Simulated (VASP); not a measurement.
Here is a VASP 6.6.1 calculation.

File INCAR:

```
SYSTEM = MgB2
ALGO = Normal
EDIFF = 1E-6
ENCUT = 520
GGA = PE
ISIF = 2
ISMEAR = -1
LASPH = .TRUE.
LCHARG = .TRUE.
LELF = .TRUE.
LREAL = .FALSE.
LVHAR = .TRUE.
LWAVE = .FALSE.
NBANDS = 11
NELM = 60
PREC = Accurate
SIGMA = 0.15
```

The input KPOINTS:

```
k-points
0
G
  15 15 12
  0 0 0
```

Contents of POSCAR:

```
MgB2
1.0
    3.0754729983      0.0000000000      0.0000000000
   -1.5377364991      2.6634377452      0.0000000000
    0.0000000000      0.0000000000      3.5258527714
Mg B
1 2
Direct
    0.0000000000      0.0000000000      0.0000000000
    0.3333333333      0.6666666667      0.5000000000
    0.6666666667      0.3333333333      0.5000000000
```

Potentials or basis: VASP PAW PBE potentials, release 64 (Mg, B).

Command:

```bash
$ cat potpaw_PBE.64/Mg/POTCAR potpaw_PBE.64/B/POTCAR > POTCAR
$ mpirun -np 1 vasp_std > vasp.out
```

Problem. Predict the pressure.

Solution. -0.3 GPa.

Problem. Predict the band gap on the k mesh.

Solution. Zero (band 4 reaches 7.08 eV, above the bottom of band 5 at 3.30 eV).

Stress tensor (GPa, compression positive):
```
-0.19  0.00  0.00
 0.00 -0.19  0.00
 0.00  0.00 -0.41
```
